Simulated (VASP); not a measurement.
# Pt (I4_1/amd) in VASP: settings compared, part 2 of 3

VASP 6.6.1. The steps go on from the part before.

## Step 4: Single point, PBE (11.67 Å³/atom)

This run uses another cell than the first one, of 11.67 Å³/atom.

Contents of INCAR:

```
ALGO     = Normal         # electronic algorithm
EDIFF    = 1E-6           # SCF threshold, eV
ENCUT    = 520            # plane-wave cutoff, eV
GGA      = PE             # functional
ISIF     = 2              # what is computed and relaxed
ISMEAR   = -1             # smearing method
LASPH    = True           # aspherical terms in the spheres
LCHARG   = False          # write CHGCAR
LREAL    = False          # projectors in reciprocal space
LWAVE    = False          # write WAVECAR
NBANDS   = 17             # bands
NELM     = 100            # most SCF steps
PREC     = Accurate       # precision mode
SIGMA    = 0.05           # smearing width, eV
```

Contents of KPOINTS:

```
k-points
0
Gamma
  16 16 16
```

Contents of POSCAR:

```
Pt
1.0
   -2.2129677203      2.2129677203      1.1914009191
    2.2129677203     -2.2129677203      1.1914009191
    2.2129677203      2.2129677203     -1.1914009191
Pt
2
Direct
   -0.3750000000     -0.1250000000     -0.2500000000
    0.3750000000      0.1250000000      0.2500000000
```

Potentials or basis: VASP PAW PBE potentials, release 64 (Pt).

Run with:

```console
$ cat potpaw_PBE.64/Pt/POTCAR > POTCAR
$ mpirun -np 1 vasp_std > vasp.out
```

OUTCAR:

```text
EDIFF = 1E-6
   ENCUT = 520
   GGA = PE
   ISIF = 2
   ISMEAR = -1
   LASPH = True
   LREAL = False
   NELM = 100
   PREC = Accurate

 ion  position               nearest neighbor table
   1  0.625  0.875  0.750-   2 2.29   2 2.29   2 2.29   2 2.29   2 2.84   2 2.84   2 2.84   2 2.84

   2  0.375  0.125  0.250-   1 2.29   1 2.29   1 2.29   1 2.29   1 2.84   1 2.84   1 2.84   1 2.84

  LATTYP: Found a body centered tetragonal cell.
 ALAT       =     4.4259354406
 C/A-ratio  =     0.5383724797

  Lattice vectors:

 A1 = (  -2.2129677203,   2.2129677203,   1.1914009191)
 A2 = (   2.2129677203,  -2.2129677203,   1.1914009191)
 A3 = (   2.2129677203,   2.2129677203,  -1.1914009191)

Analysis of symmetry for initial positions (statically):
=====================================================================
 Subroutine PRICEL returns:
 Original cell was already a primitive cell.

 Routine SETGRP: Setting up the symmetry group for a
 body centered tetragonal supercell.

 Subroutine GETGRP returns: Found 16 space group operations
 (whereof  4 operations were pure point group operations)
 out of a pool of 16 trial point group operations.

The static configuration has the point symmetry C_2h.
 The point group associated with its full space group is D_4h.

Analysis of symmetry for dynamics (positions and initial velocities):
=====================================================================
 Subroutine PRICEL returns:
 Original cell was already a primitive cell.

 Routine SETGRP: Setting up the symmetry group for a
 body centered tetragonal supercell.

 Subroutine GETGRP returns: Found 16 space group operations
 (whereof  4 operations were pure point group operations)
 out of a pool of 16 trial point group operations.

The dynamic configuration has the point symmetry C_2h.
 The point group associated with its full space group is D_4h.

 Subroutine INISYM returns: Found 16 space group operations
 (whereof  4 operations are pure point group operations),
 and found     1 'primitive' translations

----------------------------------------------------------------------------------------

                                     Primitive cell

  volume of cell :      23.3382

  direct lattice vectors                    reciprocal lattice vectors
    -2.212967720  2.212967720  1.191400919     0.000000000  0.225940937  0.419674009
     2.212967720 -2.212967720  1.191400919     0.225940937  0.000000000  0.419674009
     2.212967720  2.212967720 -1.191400919     0.225940937  0.225940937  0.000000000

  length of vectors
     3.348714442  3.348714442  3.348714442     0.476629396  0.476629396  0.319528737

  position of ions in fractional coordinates (direct lattice)
     0.625000000  0.875000000  0.750000000
     0.375000000  0.125000000  0.250000000

  ion indices of the primitive-cell ions
   primitive index   ion index
                 1           1
                 2           2

----------------------------------------------------------------------------------------

 KPOINTS: k-points

Automatic generation of k-mesh.
 Grid dimensions read from file:
 generate k-points for:   16   16   16

 Generating k-lattice:

  Cartesian coordinates                     Fractional coordinates (reciprocal lattice)
     0.000000000  0.014121309  0.026229626     0.062500000  0.000000000  0.000000000
     0.014121309  0.000000000  0.026229626     0.000000000  0.062500000  0.000000000
     0.014121309  0.014121309  0.000000000     0.000000000  0.000000000  0.062500000

  Length of vectors
     0.029789337  0.029789337  0.019970546

  Shift w.r.t. Gamma in fractional coordinates (k-lattice)
     0.000000000  0.000000000  0.000000000

 Subroutine IBZKPT returns following result:
 ===========================================

 Found    349 irreducible k-points:

 Following reciprocal coordinates:
            Coordinates               Weight
  0.000000  0.000000  0.000000      1.000000
  0.062500  0.000000  0.000000      8.000000
  0.125000  0.000000  0.000000      8.000000
  0.187500  0.000000  0.000000      8.000000
  0.250000  0.000000  0.000000      8.000000
  0.312500  0.000000  0.000000      8.000000
[... 16 lines left out ...]
 -0.125000  0.062500  0.000000     16.000000
 -0.062500  0.062500  0.000000      4.000000
 [... further k-points ...]
   k-points           NKPTS =    349   k-points in BZ     NKDIM =    349   number of bands    NBANDS=     17
   number of dos      NEDOS =    301   number of ions     NIONS =      2
   total plane-waves  NPLWV =  21952
   dimension x,y,z NGX =    28 NGY =   28 NGZ =   28
   dimension x,y,z NGXF=    56 NGYF=   56 NGZF=   56
   ions per type =               2
   NGX,Y,Z   is equivalent  to a cutoff of  13.90, 13.90, 13.90 a.u.
   NGXF,Y,Z  is equivalent  to a cutoff of  27.80, 27.80, 27.80 a.u.
 SYSTEM =  unknown system
   PREC   = accura    normal or accurate (medium, high low for compatibility)
   ISTART =      0    job   : 0-new  1-cont  2-samecut
   ICHARG =      2    charge: 1-file 2-atom 10-const
   ISPIN  =      1    spin polarized calculation?
   LNONCOLLINEAR =      F non collinear calculations
   LSORBIT =      F    spin-orbit coupling
   LASPH  =      T    aspherical Exc in radial PAW
   ENCUT  =  520.0 eV  38.22 Ry    6.18 a.u.   6.23  6.23  6.23*2*pi/ulx,y,z
   NELM   =    100;   NELMIN=  2; NELMDL= -5     # of ELM steps
   EDIFF  = 0.1E-05   stopping-criterion for ELM
   LREAL  =      F    real-space projection
   EDIFFG = 0.1E-04   stopping-criterion for IOM
   NSW    =      0    number of steps for IOM
   IBRION =     -1    ionic relax: 0-MD 1-quasi-New 2-CG
   NFREE  =      0    steps in history (QN), initial steepest desc. (CG)
   ISIF   =      2    stress and relaxation
   ISYM   =      2    0-nonsym 1-usesym 2-fastsym
   POTIM  = 0.5000    time-step for ionic-motion
   TEBEG  =    0.0;   TEEND  =   0.0 temperature during run
   PSTRESS=    0.0 pullay stress
   NELECT =      20.0000    total number of electrons
   NUPDOWN=      -1.0000    fix difference up-down
   EMIN   =  10.00;   EMAX   =-10.00  energy-range for DOS
   EFERMI =   0.00;   METHOD = LEGACY
   ISMEAR =    -1;   SIGMA  =   0.05  broadening in eV -4-tet -1-fermi 0-gaus
   EFERMI_NEDOS =   21; number of points for ismear=-14 and -15
   IALGO  =     38    algorithm
   IMIX   =      4    mixing-type and parameters
     AMIX     =   0.40;   BMIX     =  1.00
     AMIX_MAG =   1.60;   BMIX_MAG =  1.00
  volume/ion in A,a.u.               =      11.67        78.75
  Fermi-wavevector in a.u.,A,eV,Ry     =   1.554994  2.938513 32.898986  2.418007
  Thomas-Fermi vector in A             =   2.659000
   LORBIT       =      0    0 simple, 1 ext, 2 COOP (PROOUT), +10 PAW based schemes
   GGA     = PE    functional components
   LHFCALC =     F    Hartree Fock is set to
   AEXX    =    0.0000 exact exchange contribution
   IVDW    =     0    specifies the selected vdW correction
   LEPSILON=     F    determine dielectric tensor
   LRPA    =     F    only Hartree local field effects (RPA)
 non-spin polarized calculation
  energy-cutoff  :      520.00
  volume of cell :       23.34
 maximum number of plane-waves:       644
 NGX is ok and might be reduce to    28
   NGX = 13   NGY = 13   NGZ = 13

 number of electron      20.0000000 magnetization

 Free energy of the ion-electron system (eV)
  ---------------------------------------------------
  ext. energy  EPLUGINS =         0.00000000
  ---------------------------------------------------
  free energy    TOTEN  =        -6.61018516 eV

  energy without entropy =       -6.59981625  energy(sigma->0) =       -6.60500071

 E-fermi :  16.9535     XC(G=0): -14.9783

 val. band max:       16.9478443116   @ k =  -0.4375   0.5000   0.1250
 cond. band min:      16.9678001603   @ k =   0.5000   0.1250   0.0625
 fundamental gap:      0.0199558487
 Fermi energy:        16.9535060387

 k-point     1 :       0.0000    0.0000    0.0000
  band No.  band energies     occupation
      1       3.7149      2.00000
      2       6.0950      2.00000
      3       7.5000      2.00000
      4       8.3111      2.00000
      5       9.1711      2.00000
      6      14.5343      2.00000
[... 9 lines left out ...]
     16      34.2967      0.00000
     17      35.7195      0.00000
[... 441 lines left out ...]
 k-point    24 :      -0.0625    0.0625    0.0000
  band No.  band energies     occupation
      1       3.8057      2.00000
      2       6.1678      2.00000
      3       7.5531      2.00000
      4       8.2857      2.00000
      5       9.1424      2.00000
      6      14.5350      2.00000
[... 9 lines left out ...]
     16      34.4637      0.00000
     17      35.6823      0.00000

 [... further k-points ...]
[... 5 lines left out ...]
  --------------------------------------------------------------------------------------
  -------------------------------------------------------------------------------------
  Total       31.4330010     31.4330010     31.6786540     -0.0000000      0.0000000      0.0000000
  in kB     2157.8852575   2157.8852575   2174.7494119     -0.0000000      0.0000000      0.0000000
  external PRESSURE =    2163.5066423 kB  Pullay stress =       0.0000000 kB

 VOLUME and BASIS-vectors are now :
 -----------------------------------------------------------------------------
  energy-cutoff  :      520.00
  volume of cell :       23.34
      direct lattice vectors                 reciprocal lattice vectors
    -2.212967720  2.212967720  1.191400919     0.000000000  0.225940937  0.419674009
     2.212967720 -2.212967720  1.191400919     0.225940937  0.000000000  0.419674009
     2.212967720  2.212967720 -1.191400919     0.225940937  0.225940937  0.000000000

 POSITION                                       TOTAL-FORCE (eV/Angst)
 -----------------------------------------------------------------------------------
      2.21297      1.10648      0.89355         0.000000      0.000000      0.000000
      0.00000      1.10648      0.29785        -0.000000     -0.000000     -0.000000
 -----------------------------------------------------------------------------------
    total drift:                                0.000000      0.000000     -0.000000

  FREE ENERGIE OF THE ION-ELECTRON SYSTEM (eV)
  ---------------------------------------------------
  free  energy   TOTEN  =        -6.6101851650 eV

  energy  without entropy=       -6.5998162514  energy(sigma->0) =       -6.60500071
```

Run time: 4.2 min. Hardware: 1 thread of Intel Xeon 8259CL, shared host; peak memory 0.25 GiB.

Results:

* Free energy: -6.6102 eV
* Pressure: 216.4 GPa
* Band gap on the k mesh: zero (bands 10 and 11 overlap by 3.41 eV)

Stress tensor (GPa, compression positive):
```
215.79   0.00   0.00
  0.00 215.79   0.00
  0.00   0.00 217.47
```

Caveat: the cell stands under pressure; spin-orbit coupling is left out, which moves the levels of the heavy elements.

(Continued in part 3 of 3.)
